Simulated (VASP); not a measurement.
A run of VASP 6.6.1:

INCAR

```
SYSTEM = Ba
PREC     = Accurate       ! precision mode
ENCUT    = 520            ! plane-wave cutoff, eV
EDIFF    = 1E-7           ! SCF threshold, eV
ISMEAR   = 0              ! smearing method
SIGMA    = 0.03           ! smearing width, eV
LREAL    = .FALSE.        ! projectors in reciprocal space
LASPH    = .TRUE.         ! aspherical terms in the spheres
NELM     = 60             ! most SCF steps
ALGO     = Normal         ! electronic algorithm
ISIF     = 2              ! what is computed and relaxed
LWAVE    = .FALSE.        ! write WAVECAR
LCHARG   = .FALSE.        ! write CHGCAR
GGA      = CA             ! functional
NBANDS   = 11             ! bands
```

KPOINTS

```
Automatic mesh
0
G
  9 9 9
  0 0 0
```

Contents of POSCAR:

```
Ba
1.0
   -2.3789385306      2.3789385306      2.3789385306
    2.3789385306     -2.3789385306      2.3789385306
    2.3789385306      2.3789385306     -2.3789385306
Ba
1
Direct
    0.0000000000      0.0000000000      0.0000000000
```

Potentials or basis: VASP PAW LDA potentials, release 64 (Ba_sv).

The run is started by

```console
$ cat potpaw_LDA.64/Ba_sv/POTCAR > POTCAR
$ mpirun -np 1 vasp_std > vasp.out
```

Hardware: 1 thread of Intel(R) Xeon(R) Platinum 8259CL CPU @ 2.50GHz (Skylake/Cascade Lake) (shared host).

How long does it take, and how much memory?

Run time: 10 s on 1 thread of Intel(R) Xeon(R) Platinum 8259CL CPU @ 2.50GHz (Skylake/Cascade Lake), with other jobs on the host, peak memory 0.15 GiB. Counts: scf iterations 11, k points 35.
